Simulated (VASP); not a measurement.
Input of a VASP 6.6.1 run:

The input INCAR:

```
PREC = Accurate ; ENCUT = 520
EDIFF = 1E-6 ; ISMEAR = 0
SIGMA = 0.1 ; LREAL = False
LASPH = True ; NELM = 100
ALGO = Normal ; ISIF = 2
LWAVE = False ; LCHARG = False
GGA = PE ; NBANDS = 32
```

Contents of KPOINTS:

```
Automatic mesh
0
Gamma
  12 12 12
```

Contents of POSCAR:

```
Ti4H
1.0
    5.3496610806      0.0000000000      0.0000000000
   -2.6748305403      4.6329423974      0.0000000000
    0.0000000000      0.0000000000      3.1135977847
Ti H
4 1
Direct
    0.5000000000      0.0000000000      0.0000000000
    0.0000000000      0.5000000000      0.0000000000
    0.5000000000      0.5000000000      0.0000000000
    0.0000000000      0.0000000000      0.5000000000
    0.0000000000      0.0000000000      0.0000000000
```

Potentials or basis: VASP PAW PBE potentials, release 64 (Ti_sv, H).

Launch:

```console
$ cat potpaw_PBE.64/Ti_sv/POTCAR potpaw_PBE.64/H/POTCAR > POTCAR
$ mpirun -np 1 vasp_std > vasp.out
```

**Question.** Estimate the band gap on the k mesh.

**Answer.** Zero (an odd number of electrons rules out a gap without spin polarisation).

**Question.** Predict the pressure.

**Answer.** -0.1 GPa.
